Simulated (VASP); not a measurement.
# Ni3Pt (Pm-3m) in VASP: a series of runs

Runs on Ni3Pt. Level: LDA. Tasks: single point.

All numbers are computed with VASP 6.6.1; they aren't measurements. Logs are shortened: lines on timing, memory, paths and dates and some standing lists are left out, and cuts for length are marked.

## 1. The cell of the first run

Symmetry: Pm-3m, No. 221, cubic system. Conventional cell: a = 3.625 Å, b = 3.625 Å, c = 3.625 Å, α = 90.00°, β = 90.00°, γ = 90.00°. Ni (site symmetry 4/mmm) has 8 Ni at 2.56 Å and 4 Pt at 2.56 Å within 3.4 Å. Within 3.4 Å of Pt (site symmetry m-3m) lie 12 Ni at 2.56 Å.

## 2. Single point, LDA, collinear spin, zero start

INCAR

```
SYSTEM = Ni3Pt
ALGO = Normal ; EDIFF = 1E-6
ENCUT = 520 ; ISIF = 2
ISMEAR = -1 ; ISPIN = 2
LASPH = .TRUE. ; LCHARG = .TRUE.
LELF = .TRUE. ; LMAXMIX = 4
LORBIT = 11 ; LREAL = .FALSE.
LVHAR = .TRUE. ; LWAVE = .FALSE.
MAGMOM = 0 0 0 0 ; NBANDS = 32
NELM = 150 ; NUPDOWN = 0.0
PREC = Accurate ; SIGMA = 0.05
```

KPOINTS

```
k-points
0
G
  9 9 9
  0 0 0
```

POSCAR

```
Ni3Pt
1.0
    3.6245667900      0.0000000000      0.0000000000
    0.0000000000      3.6245667900      0.0000000000
    0.0000000000      0.0000000000      3.6245667900
Ni Pt
3 1
Direct
    0.5000000000      0.0000000000      0.5000000000
    0.0000000000      0.5000000000      0.5000000000
    0.5000000000      0.5000000000      0.0000000000
    0.0000000000      0.0000000000      0.0000000000
```

Potentials or basis: VASP PAW LDA potentials, release 64 (Ni, Pt).

The run is started by

```bash
$ cat potpaw_LDA.64/Ni/POTCAR potpaw_LDA.64/Pt/POTCAR > POTCAR
$ mpirun -np 1 vasp_std > vasp.out
```

OUTCAR:

```text
SYSTEM = Ni3Pt
   EDIFF = 1E-6
   ENCUT = 520
   ISIF = 2
   ISMEAR = -1
   ISPIN = 2
   LASPH = .TRUE.
   LORBIT = 11
   LREAL = .FALSE.
   NELM = 150
   NUPDOWN = 0.0
   PREC = Accurate

 ion  position               nearest neighbor table
   1  0.500  0.000  0.500-   2 2.56   3 2.56   4 2.56   3 2.56   4 2.56   2 2.56   3 2.56   3 2.56
                             2 2.56   4 2.56   4 2.56   2 2.56
   2  0.000  0.500  0.500-   1 2.56   3 2.56   4 2.56   3 2.56   4 2.56   1 2.56   4 2.56   4 2.56
                             1 2.56   3 2.56   3 2.56   1 2.56
   3  0.500  0.500  0.000-   1 2.56   2 2.56   4 2.56   1 2.56   2 2.56   1 2.56   4 2.56   1 2.56
                             2 2.56   4 2.56   2 2.56   4 2.56
   4  0.000  0.000  0.000-   1 2.56   2 2.56   3 2.56   1 2.56   2 2.56   2 2.56   3 2.56   2 2.56
                             1 2.56   3 2.56   1 2.56   3 2.56

  LATTYP: Found a simple cubic cell.
 ALAT       =     3.6245667900

  Lattice vectors:

 A1 = (   3.6245667900,   0.0000000000,   0.0000000000)
 A2 = (   0.0000000000,   3.6245667900,   0.0000000000)
 A3 = (   0.0000000000,   0.0000000000,   3.6245667900)

Analysis of symmetry for initial positions (statically):
=====================================================================
 Subroutine PRICEL returns:
 Original cell was already a primitive cell.

 Routine SETGRP: Setting up the symmetry group for a
 simple cubic supercell.

 Subroutine GETGRP returns: Found 48 space group operations
 (whereof 48 operations were pure point group operations)
 out of a pool of 48 trial point group operations.

The static configuration has the point symmetry O_h .

Analysis of symmetry for dynamics (positions and initial velocities):
=====================================================================
 Subroutine PRICEL returns:
 Original cell was already a primitive cell.

 Routine SETGRP: Setting up the symmetry group for a
 simple cubic supercell.

 Subroutine GETGRP returns: Found 48 space group operations
 (whereof 48 operations were pure point group operations)
 out of a pool of 48 trial point group operations.

The dynamic configuration has the point symmetry O_h .

Analysis of structural, dynamic, and magnetic symmetry:
=====================================================================
 Subroutine PRICEL returns:
 Original cell was already a primitive cell.

 Routine SETGRP: Setting up the symmetry group for a
 simple cubic supercell.

 Subroutine GETGRP returns: Found 48 space group operations
 (whereof 48 operations were pure point group operations)
 out of a pool of 48 trial point group operations.

The overall configuration has the point symmetry O_h .

 Subroutine INISYM returns: Found 48 space group operations
 (whereof 48 operations are pure point group operations),
 and found     1 'primitive' translations

----------------------------------------------------------------------------------------

                                     Primitive cell

  volume of cell :      47.6177

  direct lattice vectors                    reciprocal lattice vectors
     3.624566790  0.000000000  0.000000000     0.275895040  0.000000000  0.000000000
     0.000000000  3.624566790  0.000000000     0.000000000  0.275895040  0.000000000
     0.000000000  0.000000000  3.624566790     0.000000000  0.000000000  0.275895040

  length of vectors
     3.624566790  3.624566790  3.624566790     0.275895040  0.275895040  0.275895040

  position of ions in fractional coordinates (direct lattice)
     0.500000000  0.000000000  0.500000000
     0.000000000  0.500000000  0.500000000
     0.500000000  0.500000000  0.000000000
     0.000000000  0.000000000  0.000000000

  ion indices of the primitive-cell ions
   primitive index   ion index
                 1           1
                 2           2
                 3           3
                 4           4

----------------------------------------------------------------------------------------

 KPOINTS: k-points

Automatic generation of k-mesh.
 Grid dimensions read from file:
 generate k-points for:    9    9    9

 Generating k-lattice:

  Cartesian coordinates                     Fractional coordinates (reciprocal lattice)
     0.030655004  0.000000000  0.000000000     0.111111111  0.000000000  0.000000000
     0.000000000  0.030655004  0.000000000     0.000000000  0.111111111  0.000000000
     0.000000000  0.000000000  0.030655004     0.000000000  0.000000000  0.111111111

  Length of vectors
     0.030655004  0.030655004  0.030655004

  Shift w.r.t. Gamma in fractional coordinates (k-lattice)
     0.000000000  0.000000000  0.000000000

 Subroutine IBZKPT returns following result:
 ===========================================

 Found     35 irreducible k-points:

 Following reciprocal coordinates:
            Coordinates               Weight
  0.000000  0.000000  0.000000      1.000000
  0.111111  0.000000  0.000000      6.000000
  0.222222  0.000000  0.000000      6.000000
  0.333333  0.000000  0.000000      6.000000
  0.444444  0.000000  0.000000      6.000000
  0.111111  0.111111  0.000000     12.000000
[... 16 lines left out ...]
  0.333333  0.333333  0.111111     24.000000
  0.444444  0.333333  0.111111     48.000000
 [... further k-points ...]
   k-points           NKPTS =     35   k-points in BZ     NKDIM =     35   number of bands    NBANDS=     32
   number of dos      NEDOS =    301   number of ions     NIONS =      4
   total plane-waves  NPLWV =  21952
   dimension x,y,z NGX =    28 NGY =   28 NGZ =   28
   dimension x,y,z NGXF=    56 NGYF=   56 NGZF=   56
   ions per type =               3   1
   NGX,Y,Z   is equivalent  to a cutoff of  12.84, 12.84, 12.84 a.u.
   NGXF,Y,Z  is equivalent  to a cutoff of  25.69, 25.69, 25.69 a.u.
 SYSTEM =  Ni3Pt
   PREC   = accura    normal or accurate (medium, high low for compatibility)
   ISTART =      0    job   : 0-new  1-cont  2-samecut
   ICHARG =      2    charge: 1-file 2-atom 10-const
   ISPIN  =      2    spin polarized calculation?
   LNONCOLLINEAR =      F non collinear calculations
   LSORBIT =      F    spin-orbit coupling
   LASPH  =      T    aspherical Exc in radial PAW
   ENCUT  =  520.0 eV  38.22 Ry    6.18 a.u.   6.74  6.74  6.74*2*pi/ulx,y,z
   NELM   =    150;   NELMIN=  2; NELMDL= -5     # of ELM steps
   EDIFF  = 0.1E-05   stopping-criterion for ELM
   LREAL  =      F    real-space projection
   EDIFFG = 0.1E-04   stopping-criterion for IOM
   NSW    =      0    number of steps for IOM
   IBRION =     -1    ionic relax: 0-MD 1-quasi-New 2-CG
   NFREE  =      0    steps in history (QN), initial steepest desc. (CG)
   ISIF   =      2    stress and relaxation
   ISYM   =      2    0-nonsym 1-usesym 2-fastsym
   POTIM  = 0.5000    time-step for ionic-motion
   TEBEG  =    0.0;   TEEND  =   0.0 temperature during run
   PSTRESS=    0.0 pullay stress
   NELECT =      40.0000    total number of electrons
   NUPDOWN=       0.0000    fix difference up-down
   EMIN   =  10.00;   EMAX   =-10.00  energy-range for DOS
   EFERMI =   0.00;   METHOD = LEGACY
   ISMEAR =    -1;   SIGMA  =   0.05  broadening in eV -4-tet -1-fermi 0-gaus
   EFERMI_NEDOS =   21; number of points for ismear=-14 and -15
   IALGO  =     38    algorithm
   IMIX   =      4    mixing-type and parameters
     AMIX     =   0.40;   BMIX     =  1.00
     AMIX_MAG =   1.60;   BMIX_MAG =  1.00
  volume/ion in A,a.u.               =      11.90        80.34
  Fermi-wavevector in a.u.,A,eV,Ry     =   1.544681  2.919023 32.464024  2.386038
  Thomas-Fermi vector in A             =   2.650167
   LORBIT       =     11    0 simple, 1 ext, 2 COOP (PROOUT), +10 PAW based schemes
   GGA     = CA    functional components
   LHFCALC =     F    Hartree Fock is set to
   AEXX    =    0.0000 exact exchange contribution
   IVDW    =     0    specifies the selected vdW correction
   LEPSILON=     F    determine dielectric tensor
   LRPA    =     F    only Hartree local field effects (RPA)
 spin polarized calculation
  energy-cutoff  :      520.00
  volume of cell :       47.62
 maximum number of plane-waves:      1309
 NGX is ok and might be reduce to    28
   NGX = 13   NGY = 13   NGZ = 13

 number of electron      40.0000058 magnetization       0.0000000

 number of electron      40.0000058 magnetization      -0.0000000

 Free energy of the ion-electron system (eV)
  ---------------------------------------------------
  ext. energy  EPLUGINS =         0.00000000
  ---------------------------------------------------
  free energy    TOTEN  =       -27.36101992 eV

  energy without entropy =      -27.27685699  energy(sigma->0) =      -27.31893846

 E-fermi :   9.6696     XC(G=0): -13.6394

 val. band max:        9.6591517256   @ k =   0.2222   0.2222   0.0000
 cond. band min:       9.6706795846   @ k =   0.4444   0.4444   0.3333
 fundamental gap:      0.0115278590
 Fermi energy:         9.6696209387

 spin component 1

 k-point     1 :       0.0000    0.0000    0.0000
  band No.  band energies     occupation
      1       0.3069      1.00000
      2       3.8213      1.00000
      3       3.8213      1.00000
      4       4.8397      1.00000
      5       4.8397      1.00000
      6       4.8397      1.00000
[... 829 lines left out ...]
     31      25.5431      0.00000
     32      26.3924      0.00000

 [... further k-points ...]

 spin component 2

 k-point     1 :       0.0000    0.0000    0.0000
  band No.  band energies     occupation
      1       0.3069      1.00000
      2       3.8213      1.00000
      3       3.8213      1.00000
      4       4.8397      1.00000
      5       4.8397      1.00000
      6       4.8397      1.00000
[... 829 lines left out ...]
     31      25.5431      0.00000
     32      26.3924      0.00000

 [... further k-points ...]
[... 5 lines left out ...]
  --------------------------------------------------------------------------------------
  -------------------------------------------------------------------------------------
  Total       -3.8302752     -3.8302752     -3.8302752     -0.0000000     -0.0000000      0.0000000
  in kB     -128.8760564   -128.8760564   -128.8760564     -0.0000000     -0.0000000      0.0000000
  external PRESSURE =    -128.8760564 kB  Pullay stress =       0.0000000 kB

 VOLUME and BASIS-vectors are now :
 -----------------------------------------------------------------------------
  energy-cutoff  :      520.00
  volume of cell :       47.62
      direct lattice vectors                 reciprocal lattice vectors
     3.624566790  0.000000000  0.000000000     0.275895040  0.000000000  0.000000000
     0.000000000  3.624566790  0.000000000     0.000000000  0.275895040  0.000000000
     0.000000000  0.000000000  3.624566790     0.000000000  0.000000000  0.275895040

 POSITION                                       TOTAL-FORCE (eV/Angst)
 -----------------------------------------------------------------------------------
      1.81228      0.00000      1.81228         0.000000      0.000000      0.000000
      0.00000      1.81228      1.81228         0.000000      0.000000      0.000000
      1.81228      1.81228      0.00000         0.000000      0.000000      0.000000
      0.00000      0.00000      0.00000         0.000000      0.000000      0.000000
 -----------------------------------------------------------------------------------
    total drift:                                0.000000      0.000000      0.000000

  FREE ENERGIE OF THE ION-ELECTRON SYSTEM (eV)
  ---------------------------------------------------
  free  energy   TOTEN  =       -27.3610199167 eV

  energy  without entropy=      -27.2768569937  energy(sigma->0) =      -27.31893846

 total charge

# of ion       s       p       d       tot
------------------------------------------
    1        0.468   0.486   8.350   9.304
    2        0.468   0.486   8.350   9.304
    3        0.468   0.486   8.350   9.304
    4        0.745   0.666   8.037   9.449
--------------------------------------------------
tot          2.151   2.123  33.087  37.360

 magnetization (x)

# of ion       s       p       d       tot
------------------------------------------
    1       -0.000  -0.000  -0.000  -0.000
    2       -0.000  -0.000  -0.000  -0.000
    3       -0.000  -0.000  -0.000  -0.000
    4       -0.000   0.000   0.000   0.000
--------------------------------------------------
tot         -0.000  -0.000  -0.000  -0.000
```

It took 41 s on 1 thread of AMD EPYC 9R45 (Zen 5), shared host; peak memory 0.17 GiB.

What came out:

```yaml
Free_energy: -27.3610 eV
Pressure: -12.9 GPa
Net_moment: 0.00 μB per cell
Valence_electrons_inside_the_program's_atomic_spheres: Ni 9.30; Pt 9.45
```

Caveat: the cell stands under tension; spin-orbit coupling is left out, which moves the levels of the heavy elements; the total moment is fixed, so each spin has its own Fermi level.

[end of part 1 of 2]
